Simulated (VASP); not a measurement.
# CrO2 (P4_2/mnm) in VASP: single point with PBEsol

Aim: the single point of CrO2 with PBEsol.

Program: VASP 6.6.1. These are calculated values, not measurements. Logs are shortened: lines on timing, memory, paths and dates and some standing lists are left out, and cuts for length are marked.

### 1 The cell of the first run

Symmetry: P4_2/mnm, No. 136, tetragonal system. The conventional cell has a = 4.395 Å, b = 4.395 Å, c = 2.884 Å, α = 90.00°, β = 90.00°, γ = 90.00°. Cr (site symmetry mmm) has 6 O at 1.89 Å within 2.5 Å. Within 2.5 Å of O (site symmetry m2m) lie 3 Cr at 1.89 Å and 1 O at 2.44 Å.

### 2 Single point, PBEsol, collinear spin, ferromagnetic start

Contents of INCAR:

```
SYSTEM = CrO2
PREC = Accurate
ENCUT = 520
EDIFF = 1E-6
ISMEAR = 0
SIGMA = 0.1
LREAL = .FALSE.
LASPH = .TRUE.
NELM = 150
ALGO = Normal
ISIF = 2
LWAVE = .FALSE.
LCHARG = .FALSE.
ISPIN = 2
MAGMOM = 1.78 1.78 0 0 0 0
LORBIT = 11
LMAXMIX = 4
GGA = PS
NBANDS = 37
```

Contents of KPOINTS:

```
regular mesh
0
G
  4 4 8
  0 0 0
```

Contents of POSCAR:

```
CrO2
1.0
    4.3948821687      0.0000000000      0.0000000000
    0.0000000000      4.3948821687      0.0000000000
    0.0000000000      0.0000000000      2.8840379485
Cr O
2 4
Direct
    0.0000000000      0.0000000000      0.0000000000
    0.5000000000      0.5000000000      0.5000000000
    0.3033346287      0.3033346287      0.0000000000
    0.6966653713      0.6966653713      0.0000000000
    0.8033346287      0.1966653713      0.5000000000
    0.1966653713      0.8033346287      0.5000000000
```

Potentials or basis: VASP PAW PBE potentials, release 64 (Cr_pv, O).

On the command line:

```bash
$ cat potpaw_PBE.64/Cr_pv/POTCAR potpaw_PBE.64/O/POTCAR > POTCAR
$ mpirun -np 1 vasp_std > vasp.out
```

OUTCAR:

```text
SYSTEM = CrO2
   PREC = Accurate
   ENCUT = 520
   EDIFF = 1E-6
   ISMEAR = 0
   LREAL = .FALSE.
   LASPH = .TRUE.
   NELM = 150
   ISIF = 2
   ISPIN = 2
   LORBIT = 11
   GGA = PS

 ion  position               nearest neighbor table
   1  0.000  0.000  0.000-   3 1.89   4 1.89   5 1.89   6 1.89   5 1.89   6 1.89
   2  0.500  0.500  0.500-   5 1.89   6 1.89   3 1.89   4 1.89   3 1.89   4 1.89
   3  0.303  0.303  0.000-   1 1.89   2 1.89   2 1.89
   4  0.697  0.697  0.000-   1 1.89   2 1.89   2 1.89
   5  0.803  0.197  0.500-   2 1.89   1 1.89   1 1.89
   6  0.197  0.803  0.500-   2 1.89   1 1.89   1 1.89

  LATTYP: Found a simple tetragonal cell.
 ALAT       =     4.3948821687
 C/A-ratio  =     0.6562264556

  Lattice vectors:

 A1 = (   4.3948821687,   0.0000000000,   0.0000000000)
 A2 = (   0.0000000000,   4.3948821687,   0.0000000000)
 A3 = (   0.0000000000,   0.0000000000,   2.8840379485)

Analysis of symmetry for initial positions (statically):
=====================================================================
 Subroutine PRICEL returns:
 Original cell was already a primitive cell.

 Routine SETGRP: Setting up the symmetry group for a
 simple tetragonal supercell.

 Subroutine GETGRP returns: Found 16 space group operations
 (whereof  8 operations were pure point group operations)
 out of a pool of 16 trial point group operations.

The static configuration has the point symmetry D_2h.
 The point group associated with its full space group is D_4h.

Analysis of symmetry for dynamics (positions and initial velocities):
=====================================================================
 Subroutine PRICEL returns:
 Original cell was already a primitive cell.

 Routine SETGRP: Setting up the symmetry group for a
 simple tetragonal supercell.

 Subroutine GETGRP returns: Found 16 space group operations
 (whereof  8 operations were pure point group operations)
 out of a pool of 16 trial point group operations.

The dynamic configuration has the point symmetry D_2h.
 The point group associated with its full space group is D_4h.

Analysis of structural, dynamic, and magnetic symmetry:
=====================================================================
 Subroutine PRICEL returns:
 Original cell was already a primitive cell.

 Routine SETGRP: Setting up the symmetry group for a
 simple tetragonal supercell.

 Subroutine GETGRP returns: Found 16 space group operations
 (whereof  8 operations were pure point group operations)
 out of a pool of 16 trial point group operations.

The overall configuration has the point symmetry D_2h.
 The point group associated with its full space group is D_4h.

 Subroutine INISYM returns: Found 16 space group operations
 (whereof  8 operations are pure point group operations),
 and found     1 'primitive' translations

----------------------------------------------------------------------------------------

                                     Primitive cell

  volume of cell :      55.7052

  direct lattice vectors                    reciprocal lattice vectors
     4.394882169  0.000000000  0.000000000     0.227537386  0.000000000  0.000000000
     0.000000000  4.394882169  0.000000000     0.000000000  0.227537386  0.000000000
     0.000000000  0.000000000  2.884037949     0.000000000  0.000000000  0.346736076

  length of vectors
     4.394882169  4.394882169  2.884037949     0.227537386  0.227537386  0.346736076

  position of ions in fractional coordinates (direct lattice)
     0.000000000  0.000000000  0.000000000
     0.500000000  0.500000000  0.500000000
     0.303334629  0.303334629  0.000000000
     0.696665371  0.696665371  0.000000000
     0.803334629  0.196665371  0.500000000
     0.196665371  0.803334629  0.500000000

  ion indices of the primitive-cell ions
   primitive index   ion index
                 1           1
                 2           2
                 3           3
                 4           4
                 5           5
                 6           6

----------------------------------------------------------------------------------------

 KPOINTS: regular mesh

Automatic generation of k-mesh.
 Grid dimensions read from file:
 generate k-points for:    4    4    8

 Generating k-lattice:

  Cartesian coordinates                     Fractional coordinates (reciprocal lattice)
     0.056884346  0.000000000  0.000000000     0.250000000  0.000000000  0.000000000
     0.000000000  0.056884346  0.000000000     0.000000000  0.250000000  0.000000000
     0.000000000  0.000000000  0.043342009     0.000000000  0.000000000  0.125000000

  Length of vectors
     0.056884346  0.056884346  0.043342009

  Shift w.r.t. Gamma in fractional coordinates (k-lattice)
     0.000000000  0.000000000  0.000000000

 Subroutine IBZKPT returns following result:
 ===========================================

 Found     30 irreducible k-points:

 Following reciprocal coordinates:
            Coordinates               Weight
  0.000000  0.000000  0.000000      1.000000
  0.250000  0.000000  0.000000      4.000000
  0.500000  0.000000  0.000000      2.000000
  0.250000  0.250000  0.000000      4.000000
  0.500000  0.250000  0.000000      4.000000
  0.500000  0.500000  0.000000      1.000000
[... 16 lines left out ...]
  0.500000  0.250000  0.375000      8.000000
  0.500000  0.500000  0.375000      2.000000
 [... further k-points ...]
   k-points           NKPTS =     30   k-points in BZ     NKDIM =     30   number of bands    NBANDS=     37
   number of dos      NEDOS =    301   number of ions     NIONS =      6
   total plane-waves  NPLWV =  31104
   dimension x,y,z NGX =    36 NGY =   36 NGZ =   24
   dimension x,y,z NGXF=    72 NGYF=   72 NGZF=   48
   ions per type =               2   4
   NGX,Y,Z   is equivalent  to a cutoff of  13.62, 13.62, 13.83 a.u.
   NGXF,Y,Z  is equivalent  to a cutoff of  27.24, 27.24, 27.67 a.u.
 SYSTEM =  CrO2
   PREC   = accura    normal or accurate (medium, high low for compatibility)
   ISTART =      0    job   : 0-new  1-cont  2-samecut
   ICHARG =      2    charge: 1-file 2-atom 10-const
   ISPIN  =      2    spin polarized calculation?
   LNONCOLLINEAR =      F non collinear calculations
   LSORBIT =      F    spin-orbit coupling
   LASPH  =      T    aspherical Exc in radial PAW
   ENCUT  =  520.0 eV  38.22 Ry    6.18 a.u.   8.17  8.17  5.36*2*pi/ulx,y,z
   NELM   =    150;   NELMIN=  2; NELMDL= -5     # of ELM steps
   EDIFF  = 0.1E-05   stopping-criterion for ELM
   LREAL  =      F    real-space projection
   EDIFFG = 0.1E-04   stopping-criterion for IOM
   NSW    =      0    number of steps for IOM
   IBRION =     -1    ionic relax: 0-MD 1-quasi-New 2-CG
   NFREE  =      0    steps in history (QN), initial steepest desc. (CG)
   ISIF   =      2    stress and relaxation
   ISYM   =      2    0-nonsym 1-usesym 2-fastsym
   POTIM  = 0.5000    time-step for ionic-motion
   TEBEG  =    0.0;   TEEND  =   0.0 temperature during run
   PSTRESS=    0.0 pullay stress
   NELECT =      48.0000    total number of electrons
   NUPDOWN=      -1.0000    fix difference up-down
   EMIN   =  10.00;   EMAX   =-10.00  energy-range for DOS
   EFERMI =   0.00;   METHOD = LEGACY
   ISMEAR =     0;   SIGMA  =   0.10  broadening in eV -4-tet -1-fermi 0-gaus
   EFERMI_NEDOS =   21; number of points for ismear=-14 and -15
   IALGO  =     38    algorithm
   IMIX   =      4    mixing-type and parameters
     AMIX     =   0.40;   BMIX     =  1.00
     AMIX_MAG =   1.60;   BMIX_MAG =  1.00
  volume/ion in A,a.u.               =       9.28        62.65
  Fermi-wavevector in a.u.,A,eV,Ry     =   1.557842  2.943895 33.019597  2.426872
  Thomas-Fermi vector in A             =   2.661433
   LORBIT       =     11    0 simple, 1 ext, 2 COOP (PROOUT), +10 PAW based schemes
   GGA     = PS    functional components
   LHFCALC =     F    Hartree Fock is set to
   AEXX    =    0.0000 exact exchange contribution
   IVDW    =     0    specifies the selected vdW correction
   LEPSILON=     F    determine dielectric tensor
   LRPA    =     F    only Hartree local field effects (RPA)
 spin polarized calculation
 Gauss-broadening in eV      SIGMA  =   0.10
  energy-cutoff  :      520.00
  volume of cell :       55.71
 maximum number of plane-waves:      1520
 NGX is ok and might be reduce to    36
   NGX = 17   NGY = 17   NGZ = 11

 number of electron      47.9999992 magnetization       3.9998710

 Free energy of the ion-electron system (eV)
  ---------------------------------------------------
  ext. energy  EPLUGINS =         0.00000000
  ---------------------------------------------------
  free energy    TOTEN  =       -53.04262196 eV

  energy without entropy =      -53.03459538  energy(sigma->0) =      -53.03860867

 E-fermi :   5.9187     XC(G=0): -12.3312

 val. band max:        5.9181930659   @ k =   0.2500   0.2500   0.2500
 cond. band min:       5.9835729942   @ k =   0.2500   0.2500   0.3750
 fundamental gap:      0.0653799283
 Fermi energy:         5.9186536147

 spin component 1

 k-point     1 :       0.0000    0.0000    0.0000
  band No.  band energies     occupation
      1     -38.9125      1.00000
      2     -38.9125      1.00000
      3     -38.7776      1.00000
      4     -38.7776      1.00000
      5     -38.7012      1.00000
      6     -38.6852      1.00000
[... 28 lines left out ...]
     35      13.3581      0.00000
     36      16.6192      0.00000

 k-point     2 :       0.2500    0.0000    0.0000
  band No.  band energies     occupation
      1     -38.9099      1.00000
      2     -38.9098      1.00000
      3     -38.7809      1.00000
      4     -38.7807      1.00000
      5     -38.6988      1.00000
      6     -38.6875      1.00000
[... 28 lines left out ...]
     35      14.1601      0.00000
     36      16.6143      0.00000
[... 817 lines left out ...]
     35      17.4032      0.00000
     36      17.4032      0.00000

 k-point    24 :       0.5000    0.5000    0.3750
  band No.  band energies     occupation
      1     -38.8963      1.00000
      2     -38.8963      1.00000
      3     -38.8539      1.00000
      4     -38.8539      1.00000
      5     -38.7551      1.00000
      6     -38.7551      1.00000
[... 28 lines left out ...]
     35      17.1683      0.00000
     36      17.1683      0.00000

 [... further k-points ...]

 spin component 2

 k-point     1 :       0.0000    0.0000    0.0000
  band No.  band energies     occupation
      1     -36.9391      1.00000
      2     -36.9391      1.00000
      3     -36.6042      1.00000
      4     -36.6042      1.00000
      5     -36.4150      1.00000
      6     -36.3961      1.00000
[... 28 lines left out ...]
     35      13.7244      0.00000
     36      17.0372      0.00000

 k-point     2 :       0.2500    0.0000    0.0000
  band No.  band energies     occupation
      1     -36.9378      1.00000
      2     -36.9377      1.00000
      3     -36.6062      1.00000
      4     -36.6061      1.00000
      5     -36.4122      1.00000
      6     -36.3988      1.00000
[... 28 lines left out ...]
     35      14.3998      0.00000
     36      16.9548      0.00000
[... 817 lines left out ...]
     35      17.5591      0.00000
     36      17.5591      0.00000

 k-point    24 :       0.5000    0.5000    0.3750
  band No.  band energies     occupation
      1     -36.9241      1.00000
      2     -36.9241      1.00000
      3     -36.5888      1.00000
      4     -36.5888      1.00000
      5     -36.5735      1.00000
      6     -36.5735      1.00000
[... 28 lines left out ...]
     35      17.2948      0.00000
     36      17.2948      0.00000

 [... further k-points ...]

 [bands above 36 left out]

------------------------ aborting loop because EDIFF is reached ----------------------------------------

  FORCE on cell =-STRESS in cart. coord.  units (eV):
  Direction    XX          YY          ZZ          XY          YZ          ZX
  --------------------------------------------------------------------------------------
  -------------------------------------------------------------------------------------
  Total        0.1420987      0.1420987      0.3356591     -0.0000000      0.0000000      0.0000000
  in kB        4.0870059      4.0870059      9.6541395     -0.0000000      0.0000000      0.0000000
  external PRESSURE =       5.9427171 kB  Pullay stress =       0.0000000 kB

 VOLUME and BASIS-vectors are now :
 -----------------------------------------------------------------------------
  energy-cutoff  :      520.00
  volume of cell :       55.71
      direct lattice vectors                 reciprocal lattice vectors
     4.394882169  0.000000000  0.000000000     0.227537386  0.000000000  0.000000000
     0.000000000  4.394882169  0.000000000     0.000000000  0.227537386  0.000000000
     0.000000000  0.000000000  2.884037949     0.000000000  0.000000000  0.346736076

 POSITION                                       TOTAL-FORCE (eV/Angst)
 -----------------------------------------------------------------------------------
      0.00000      0.00000      0.00000         0.000000      0.000000     -0.000000
      2.19744      2.19744      1.44202         0.000000      0.000000     -0.000000
      1.33312      1.33312      0.00000        -0.017228     -0.017228     -0.000000
      3.06176      3.06176      0.00000         0.017228      0.017228      0.000000
      3.53056      0.86432      1.44202        -0.017228      0.017228     -0.000000
      0.86432      3.53056      1.44202         0.017228     -0.017228     -0.000000
 -----------------------------------------------------------------------------------
    total drift:                               -0.000000      0.000000      0.000000

  FREE ENERGIE OF THE ION-ELECTRON SYSTEM (eV)
  ---------------------------------------------------
  free  energy   TOTEN  =       -53.0426219626 eV

  energy  without entropy=      -53.0345953838  energy(sigma->0) =      -53.03860867

 total charge

# of ion       s       p       d       tot
------------------------------------------
    1        0.372   6.497   4.079  10.948
    2        0.372   6.497   4.079  10.948
    3        1.567   3.458   0.000   5.025
    4        1.567   3.458   0.000   5.025
    5        1.567   3.458   0.000   5.025
    6        1.567   3.458   0.000   5.025
--------------------------------------------------
tot          7.013  26.826   8.158  41.997

 magnetization (x)

# of ion       s       p       d       tot
------------------------------------------
    1        0.020   0.032   2.009   2.062
    2        0.020   0.032   2.009   2.062
    3       -0.003  -0.059   0.000  -0.061
    4       -0.003  -0.059   0.000  -0.061
    5       -0.003  -0.059   0.000  -0.061
    6       -0.003  -0.059   0.000  -0.061
--------------------------------------------------
tot          0.030  -0.171   4.018   3.878
```

Wall time 1.9 min (1 thread of AMD EPYC 7R13 (Zen 3), shared host); peak memory 0.22 GiB.

Results:

- Free energy: -53.0426 eV
- Pressure: 0.6 GPa
- Largest force: 0.024 eV/Å
- Band gap on the k mesh: zero (filled and empty bands overlap)
- Net moment: 4.00 μB per cell
- Site moments: Cr +2.06; O -0.06 μB
- Valence electrons inside the program's atomic spheres: Cr 10.95; O 5.03

Forces on the atoms (eV/Å):
```
Cr   0.000  0.000  0.000
Cr   0.000  0.000  0.000
O   -0.017 -0.017  0.000
O    0.017  0.017  0.000
O   -0.017  0.017  0.000
O    0.017 -0.017  0.000
```

Caveat: the PAW data sets were made with another functional, which shifts forces and pressure a little; semilocal functionals often make such compounds metallic where correlation or magnetic order opens a gap, which also shifts bond lengths; only a ferromagnetic start was run, and an antiferromagnetic order may lie lower in energy.
